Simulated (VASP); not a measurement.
Here is a VASP 6.6.1 calculation.

INCAR

```
  ALGO = Normal
  EDIFF = 1E-6
  ENCUT = 520
  GGA = PS
  ISIF = 2
  ISMEAR = 0
  LASPH = T
  LCHARG = F
  LREAL = F
  LWAVE = F
  NBANDS = 20
  NELM = 100
  PREC = Accurate
  SIGMA = 0.05
```

File KPOINTS:

```
k-points
0
Gamma
  12 12 6
```

The input POSCAR:

```
SnSe2
1.0
    3.8109987816      0.0000000000      0.0000000000
   -1.9054993908      3.3004217586      0.0000000000
    0.0000000000      0.0000000000      6.1370000000
Sn Se
1 2
Direct
    0.0000000000      0.0000000000      0.0000000000
    0.3706136646      0.7412273292      0.2779602485
    0.7039469980      0.4078939959      0.7779602485
```

Potentials or basis: VASP PAW PBE potentials, release 64 (Sn_d, Se).

The run is started by

```bash
$ cat potpaw_PBE.64/Sn_d/POTCAR potpaw_PBE.64/Se/POTCAR > POTCAR
$ mpirun -np 1 vasp_std > vasp.out
```

Task: Predict the band gap on the k mesh.

Result: 0.13 eV (least direct gap 0.35 eV).

Task: What does it give for the largest force?

Result: 3.768 eV/Å.

Forces in eV/Å, atoms in the order of the input:
```
Sn   0.000  2.145  3.098
Se   0.000 -0.237 -0.506
Se   0.000 -1.908 -2.593
```

Caveat: the cell differs from its parent crystal (all Se atoms moved -0.300 Å, as atom 2 towards its neighbour atom 1 (Sn) at 2.682 Å); semilocal functionals underestimate gaps, and a narrow one can read as zero; the PAW data sets were made with another functional, which shifts forces and pressure a little; spin-orbit coupling is left out, which moves the levels of the heavy elements. A k mesh can miss the band edges.
